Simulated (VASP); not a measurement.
Wanted: the native input for a VASP 6.6.1 run.

| Quantity | Value |
| --- | --- |
| Task | single point |
| Functional | PBE |
| Dispersion | D3(BJ) |
| Potentials or basis | VASP PAW PBE potentials, release 64 (C) |
| Cutoff | 520 eV |
| k mesh | 21 × 21 × 8 |
| Occupations | gaussian, width 0.15 eV |
| Spin | no spin polarisation |
| Dipole correction | no |
| Further INCAR settings | ALGO = Normal; EDIFF = 1e-06; NBANDS = 16 |

The structure of C lies in POSCAR:

```
C
1.0
    2.5274240417      0.0000000000      0.0000000000
   -1.2637120208      2.1888134262      0.0000000000
    0.0000000000      0.0000000000      6.6044117633
C
4
Direct
    0.0000000000      0.0000000000      0.0025000000
    0.0000000000      0.0000000000      0.5025000000
    0.3333333333      0.6666666667      0.0025000000
    0.6666666667      0.3333333333      0.5025000000
```

These files were run (other wordings do the same):

INCAR

```
SYSTEM = C
PREC = Accurate ; ENCUT = 520
EDIFF = 1E-6 ; ISMEAR = 0
SIGMA = 0.15 ; LREAL = .FALSE.
LASPH = .TRUE. ; NELM = 80
ALGO = Normal ; ISIF = 2
LWAVE = .FALSE. ; LCHARG = .FALSE.
GGA = PE ; IVDW = 12
NBANDS = 16
```

KPOINTS

```
Automatic mesh
0
G
  21 21 8
  0 0 0
```

Potentials or basis: VASP PAW PBE potentials, release 64 (C).

The run is started by

```console
$ cat potpaw_PBE.64/C/POTCAR > POTCAR
$ mpirun -np 1 vasp_std > vasp.out
```

Results of the run:

| Property | Result |
| --- | --- |
| Pressure | -19.0 GPa |
| Band gap on the k mesh | zero (bands 8 and 9 overlap by 0.04 eV) |
| Dispersion energy per atom | -0.156 eV |

Caveat: the stress differs along the axes, from -29 to 1 GPa.

Run time: 2.5 min on 1 thread of Intel Xeon 8259CL, on a shared host, peak memory 0.23 GiB.
